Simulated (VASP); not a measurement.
# Bi in VASP: a series of runs

The runs below take Bi through single point, with PBE, LDA.

All numbers are computed with VASP 6.6.1; they aren't measurements. Logs are shortened: lines on timing, memory, paths and dates and some standing lists are left out, and cuts for length are marked.

## (1) The cell of the first run

The cell holds a slab with vacuum, 2 atoms: a = 4.315 Å, b = 4.315 Å, c = 27.053 Å, α = 90.00°, β = 90.00°, γ = 120.00°.

## (2) Single point, PBE

INCAR

```
SYSTEM = Bi
PREC = Accurate
ENCUT = 520
EDIFF = 1E-6
ISMEAR = -1
SIGMA = 0.02
LREAL = .False.
LASPH = .True.
NELM = 60
ALGO = Normal
ISIF = 2
LWAVE = .False.
LCHARG = .False.
LDIPOL = .True.
IDIPOL = 3
DIPOL = 0.5 0.5 0.344
GGA = PE
NBANDS = 22
```

KPOINTS

```
Automatic mesh
0
Gamma
  12 12 1
  0 0 0
```

POSCAR

```
Bi
1.0
    4.3148968867      0.0000000000      0.0000000000
   -2.1574484433      3.7368103186      0.0000000000
    0.0000000000      0.0000000000     27.0530695984
Bi
2
Direct
    0.3333333333      0.6666666667      0.3127438498
    0.6666666667      0.3333333333      0.3757744986
```

Potentials or basis: VASP PAW PBE potentials, release 64 (Bi_d).

Run with:

```console
> cat potpaw_PBE.64/Bi_d/POTCAR > POTCAR
> mpirun -np 1 vasp_std > vasp.out
```

OUTCAR:

```text
SYSTEM = Bi
   PREC = Accurate
   ENCUT = 520
   EDIFF = 1E-6
   ISMEAR = -1
   LREAL = .False.
   LASPH = .True.
   NELM = 60
   ISIF = 2
   GGA = PE

 ion  position               nearest neighbor table
   1  0.333  0.667  0.313-   2 3.02   2 3.02   2 3.02
   2  0.667  0.333  0.376-   1 3.02   1 3.02   1 3.02

  LATTYP: Found a hexagonal cell.
 ALAT       =     4.3148968867
 C/A-ratio  =     6.2696908660

  Lattice vectors:

 A1 = (   4.3148968867,   0.0000000000,   0.0000000000)
 A2 = (  -2.1574484433,   3.7368103186,   0.0000000000)
 A3 = (   0.0000000000,   0.0000000000,  27.0530695984)

Analysis of symmetry for initial positions (statically):
=====================================================================
 Subroutine PRICEL returns:
 Original cell was already a primitive cell.

 Routine SETGRP: Setting up the symmetry group for a
 hexagonal supercell.

 Subroutine GETGRP returns: Found 12 space group operations
 (whereof  6 operations were pure point group operations)
 out of a pool of 24 trial point group operations.

The static configuration has the point symmetry C_3v.
 The point group associated with its full space group is D_3d.

Analysis of symmetry for dynamics (positions and initial velocities):
=====================================================================
 Subroutine PRICEL returns:
 Original cell was already a primitive cell.

 Routine SETGRP: Setting up the symmetry group for a
 hexagonal supercell.

 Subroutine GETGRP returns: Found 12 space group operations
 (whereof  6 operations were pure point group operations)
 out of a pool of 24 trial point group operations.

The dynamic configuration has the point symmetry C_3v.
 The point group associated with its full space group is D_3d.

 Subroutine INISYM returns: Found 12 space group operations
 (whereof  6 operations are pure point group operations),
 and found     1 'primitive' translations

----------------------------------------------------------------------------------------

                                     Primitive cell

  volume of cell :     436.2024

  direct lattice vectors                    reciprocal lattice vectors
     4.314896887  0.000000000  0.000000000     0.231755248  0.133803955  0.000000000
    -2.157448443  3.736810319  0.000000000     0.000000000  0.267607910  0.000000000
     0.000000000  0.000000000 27.053069598     0.000000000  0.000000000  0.036964382

  length of vectors
     4.314896887  4.314896887 27.053069598     0.267607910  0.267607910  0.036964382

  position of ions in fractional coordinates (direct lattice)
     0.333333333  0.666666667  0.312743850
     0.666666667  0.333333333  0.375774499

  ion indices of the primitive-cell ions
   primitive index   ion index
                 1           1
                 2           2

----------------------------------------------------------------------------------------

 KPOINTS: Automatic mesh

Automatic generation of k-mesh.
 Grid dimensions read from file:
 generate k-points for:   12   12    1

 Generating k-lattice:

  Cartesian coordinates                     Fractional coordinates (reciprocal lattice)
     0.019312937  0.011150330  0.000000000     0.083333333 -0.000000000  0.000000000
     0.000000000  0.022300659  0.000000000     0.000000000  0.083333333  0.000000000
     0.000000000  0.000000000  0.036964382     0.000000000  0.000000000  1.000000000

  Length of vectors
     0.022300659  0.022300659  0.036964382

  Shift w.r.t. Gamma in fractional coordinates (k-lattice)
     0.000000000  0.000000000  0.000000000

 Subroutine IBZKPT returns following result:
 ===========================================

 Found     19 irreducible k-points:

 Following reciprocal coordinates:
            Coordinates               Weight
  0.000000  0.000000  0.000000      1.000000
  0.083333  0.000000  0.000000      6.000000
  0.166667  0.000000  0.000000      6.000000
  0.250000  0.000000  0.000000      6.000000
  0.333333 -0.000000  0.000000      6.000000
  0.416667  0.000000  0.000000      6.000000
[... 11 lines left out ...]
  0.333333  0.250000  0.000000     12.000000
  0.333333  0.333333  0.000000      2.000000
   k-points           NKPTS =     19   k-points in BZ     NKDIM =     19   number of bands    NBANDS=     22
   number of dos      NEDOS =    301   number of ions     NIONS =      2
   total plane-waves  NPLWV = 215040
   dimension x,y,z NGX =    32 NGY =   32 NGZ =  210
   dimension x,y,z NGXF=    64 NGYF=   64 NGZF=  420
   ions per type =               2
   NGX,Y,Z   is equivalent  to a cutoff of  12.33, 12.33, 12.90 a.u.
   NGXF,Y,Z  is equivalent  to a cutoff of  24.66, 24.66, 25.81 a.u.
 SYSTEM =  Bi
   PREC   = accura    normal or accurate (medium, high low for compatibility)
   ISTART =      0    job   : 0-new  1-cont  2-samecut
   ICHARG =      2    charge: 1-file 2-atom 10-const
   ISPIN  =      1    spin polarized calculation?
   LNONCOLLINEAR =      F non collinear calculations
   LSORBIT =      F    spin-orbit coupling
   LASPH  =      T    aspherical Exc in radial PAW
   ENCUT  =  520.0 eV  38.22 Ry    6.18 a.u.   8.02  8.02 50.30*2*pi/ulx,y,z
   NELM   =     60;   NELMIN=  2; NELMDL= -5     # of ELM steps
   EDIFF  = 0.1E-05   stopping-criterion for ELM
   LREAL  =      F    real-space projection
   EDIFFG = 0.1E-04   stopping-criterion for IOM
   NSW    =      0    number of steps for IOM
   IBRION =     -1    ionic relax: 0-MD 1-quasi-New 2-CG
   NFREE  =      0    steps in history (QN), initial steepest desc. (CG)
   ISIF   =      2    stress and relaxation
   ISYM   =      2    0-nonsym 1-usesym 2-fastsym
   POTIM  = 0.5000    time-step for ionic-motion
   TEBEG  =    0.0;   TEEND  =   0.0 temperature during run
   PSTRESS=    0.0 pullay stress
   NELECT =      30.0000    total number of electrons
   NUPDOWN=      -1.0000    fix difference up-down
   EMIN   =  10.00;   EMAX   =-10.00  energy-range for DOS
   EFERMI =   0.00;   METHOD = LEGACY
   ISMEAR =    -1;   SIGMA  =   0.02  broadening in eV -4-tet -1-fermi 0-gaus
   EFERMI_NEDOS =   21; number of points for ismear=-14 and -15
   IALGO  =     38    algorithm
   IMIX   =      4    mixing-type and parameters
     AMIX     =   0.40;   BMIX     =  1.00
     AMIX_MAG =   1.60;   BMIX_MAG =  1.00
  volume/ion in A,a.u.               =     218.10      1471.82
  Fermi-wavevector in a.u.,A,eV,Ry     =   0.670737  1.267510  6.121108  0.449889
  Thomas-Fermi vector in A             =   1.746346
   LORBIT       =      0    0 simple, 1 ext, 2 COOP (PROOUT), +10 PAW based schemes
   GGA     = PE    functional components
   LHFCALC =     F    Hartree Fock is set to
   AEXX    =    0.0000 exact exchange contribution
   IVDW    =     0    specifies the selected vdW correction
   LEPSILON=     F    determine dielectric tensor
   LRPA    =     F    only Hartree local field effects (RPA)
 non-spin polarized calculation
  energy-cutoff  :      520.00
  volume of cell :      436.20
 maximum number of plane-waves:     11784
   NGX = 17   NGY = 17   NGZ =101

 dipolmoment           0.000000      0.000000     -0.000060 electrons x Angstroem

 number of electron      30.0000005 magnetization

 dipolmoment           0.000000      0.000000      0.000000 electrons x Angstroem

 Free energy of the ion-electron system (eV)
  ---------------------------------------------------
  ext. energy  EPLUGINS =         0.00000000
  ---------------------------------------------------
  free energy    TOTEN  =        -7.54947131 eV

  energy without entropy =       -7.54947130  energy(sigma->0) =       -7.54947131

 E-fermi :  -2.2315     XC(G=0):  -2.0450

 val. band max:       -2.5286659135   @ k =   0.0000   0.0000   0.0000
 cond. band min:      -1.9482018980   @ k =   0.0000   0.0000   0.0000
 fundamental gap:      0.5804640155
 Fermi energy:        -2.2315452866

 k-point     1 :       0.0000    0.0000    0.0000
  band No.  band energies     occupation
      1     -25.1357      2.00000
      2     -25.1357      2.00000
      3     -25.0001      2.00000
      4     -25.0001      2.00000
      5     -24.9722      2.00000
      6     -24.8116      2.00000
[... 14 lines left out ...]
     21       1.8260      0.00000
     22       2.2073      0.00000

 k-point     2 :       0.0833    0.0000    0.0000
  band No.  band energies     occupation
      1     -25.1347      2.00000
      2     -25.1298      2.00000
      3     -24.9997      2.00000
      4     -24.9962      2.00000
      5     -24.9699      2.00000
      6     -24.8142      2.00000
[... 14 lines left out ...]
     21       1.9192      0.00000
     22       2.2841      0.00000

 k-point     3 :       0.1667    0.0000    0.0000
  band No.  band energies     occupation
      1     -25.1320      2.00000
      2     -25.1124      2.00000
      3     -24.9998      2.00000
      4     -24.9849      2.00000
      5     -24.9618      2.00000
      6     -24.8219      2.00000
[... 14 lines left out ...]
     21       2.1531      0.00000
     22       2.5013      0.00000

 k-point     4 :       0.2500    0.0000    0.0000
  band No.  band energies     occupation
      1     -25.1282      2.00000
      2     -25.0849      2.00000
      3     -25.0011      2.00000
      4     -24.9673      2.00000
      5     -24.9471      2.00000
      6     -24.8344      2.00000
[... 14 lines left out ...]
     21       2.5136      0.00000
     22       2.8213      0.00000

 k-point     5 :       0.3333   -0.0000    0.0000
  band No.  band energies     occupation
      1     -25.1244      2.00000
      2     -25.0505      2.00000
      3     -25.0024      2.00000
      4     -24.9454      2.00000
      5     -24.9273      2.00000
      6     -24.8514      2.00000
[... 292 lines left out ...]
 k-point    17 :       0.2500    0.2500    0.0000
  band No.  band energies     occupation
      1     -25.1207      2.00000
      2     -24.9993      2.00000
      3     -24.9758      2.00000
      4     -24.9617      2.00000
      5     -24.8944      2.00000
      6     -24.8818      2.00000
[... 14 lines left out ...]
     21       3.7218      0.00000
     22       3.9396      0.00000

 k-point    18 :       0.3333    0.2500    0.0000
  band No.  band energies     occupation
      1     -25.1193      2.00000
      2     -24.9749      2.00000
      3     -24.9614      2.00000
      4     -24.9450      2.00000
      5     -24.9205      2.00000
      6     -24.8944      2.00000
[... 14 lines left out ...]
     21       3.9078      0.00000
     22       4.3146      0.00000

 k-point    19 :       0.3333    0.3333    0.0000
  band No.  band energies     occupation
      1     -25.1188      2.00000
      2     -24.9549      2.00000
      3     -24.9447      2.00000
      4     -24.9447      2.00000
      5     -24.9274      2.00000
      6     -24.9274      2.00000
[... 14 lines left out ...]
     21       4.0931      0.00000
     22       4.6847      0.00000

------------------------ aborting loop because EDIFF is reached ----------------------------------------

 vacuum level on the upper side and lower side of the slab       (xc-potential included)        -0.006        -0.006

  FORCE on cell =-STRESS in cart. coord.  units (eV):
  Direction    XX          YY          ZZ          XY          YZ          ZX
  --------------------------------------------------------------------------------------
  -------------------------------------------------------------------------------------
  Total        0.3617196      0.3617196      0.4117803      0.0000000      0.0000000      0.0000000
  in kB        1.3286011      1.3286011      1.5124747      0.0000000      0.0000000      0.0000000
  external PRESSURE =       1.3898923 kB  Pullay stress =       0.0000000 kB

 VOLUME and BASIS-vectors are now :
 -----------------------------------------------------------------------------
  energy-cutoff  :      520.00
  volume of cell :      436.20
      direct lattice vectors                 reciprocal lattice vectors
     4.314896887  0.000000000  0.000000000     0.231755248  0.133803955  0.000000000
    -2.157448443  3.736810319  0.000000000     0.000000000  0.267607910  0.000000000
     0.000000000  0.000000000 27.053069598     0.000000000  0.000000000  0.036964382

 POSITION                                       TOTAL-FORCE (eV/Angst)
 -----------------------------------------------------------------------------------
     -0.00000      2.49121      8.46068        -0.000000     -0.000000     -0.259493
      2.15745      1.24560     10.16585         0.000000      0.000000      0.259493
 -----------------------------------------------------------------------------------
    total drift:                               -0.000000      0.000000     -0.000012

  FREE ENERGIE OF THE ION-ELECTRON SYSTEM (eV)
  ---------------------------------------------------
  free  energy   TOTEN  =        -7.5494713082 eV

  energy  without entropy=       -7.5494713021  energy(sigma->0) =       -7.54947131

 vacuum level on the upper side and lower side of the slab         1.671         1.671
```

Run time: 2.3 min. Hardware: 1 thread of AMD EPYC 9R45 (Zen 5), shared host; peak memory 0.52 GiB.

Results:

* Free energy: -7.5495 eV
* Largest force: 0.259 eV/Å

Forces on the atoms (eV/Å):
```
Bi   0.000  0.000 -0.259
Bi   0.000  0.000  0.259
```

Levels at points of the mesh, in eV from the Fermi level:
| k point | band 11 | band 12 | band 13 | band 14 | band 15 | band 16 | band 17 | band 18 | band 19 | band 20 |
| --- | --- | --- | --- | --- | --- | --- | --- | --- | --- | --- |
| (0.00, 0.00, 0.00) | -12.73 | -8.67 | -1.04 | -0.30 | -0.30 | 0.28 | 2.32 | 2.32 | 3.52 | 3.57 |
| (0.50, 0.00, 0.00) | -11.18 | -9.85 | -3.40 | -1.95 | -1.75 | 1.11 | 1.97 | 3.01 | 4.58 | 5.62 |

Caveat: spin-orbit coupling is left out, which moves the levels of the heavy elements.

## (3) Single point, LDA

INCAR

```
SYSTEM = Bi
PREC = Accurate ; ENCUT = 520
EDIFF = 1E-7 ; ISMEAR = 0
SIGMA = 0.01 ; LREAL = .FALSE.
LASPH = .TRUE. ; NELM = 60
ALGO = Normal ; ISIF = 2
LWAVE = .FALSE. ; LCHARG = .TRUE.
LDIPOL = .TRUE. ; IDIPOL = 3
DIPOL = 0.5 0.5 0.344 ; LELF = .TRUE.
LVHAR = .TRUE. ; LVACPOTAV = .TRUE.
NBANDS = 22
```

KPOINTS

```
regular mesh
0
G
  12 12 1
  0 0 0
```

POSCAR is that of step 2.

Potentials or basis: VASP PAW LDA potentials, release 64 (Bi_d).

Run with:

```console
> cat potpaw_LDA.64/Bi_d/POTCAR > POTCAR
> mpirun -np 1 vasp_std > vasp.out
```

It took 2.5 min on 1 thread of AMD EPYC 9R45 (Zen 5), shared host; peak memory 0.42 GiB.

The run converged. Its results:

| Quantity | Value |
| --- | --- |
| Free energy | -8.5625 eV |
| Largest force | 0.220 eV/Å |
| Ionisation potential of the upper face | 4.50 eV |

Forces in eV/Å, atoms in the order of the input:
```
Bi   0.000  0.000  0.220
Bi   0.000  0.000 -0.220
```

Levels at points of the mesh, in eV from the Fermi level:
```tsv
k point	band 12	band 13	band 14	band 15	band 16	band 17	band 18	band 19
(0.00, 0.00, 0.00)	-8.44	-0.79	-0.05	-0.05	0.49	2.54	2.54	4.01
(0.50, 0.00, 0.00)	-9.62	-3.15	-1.71	-1.51	1.32	2.18	3.22	4.84
```

Caveat: spin-orbit coupling is left out, which moves the levels of the heavy elements.
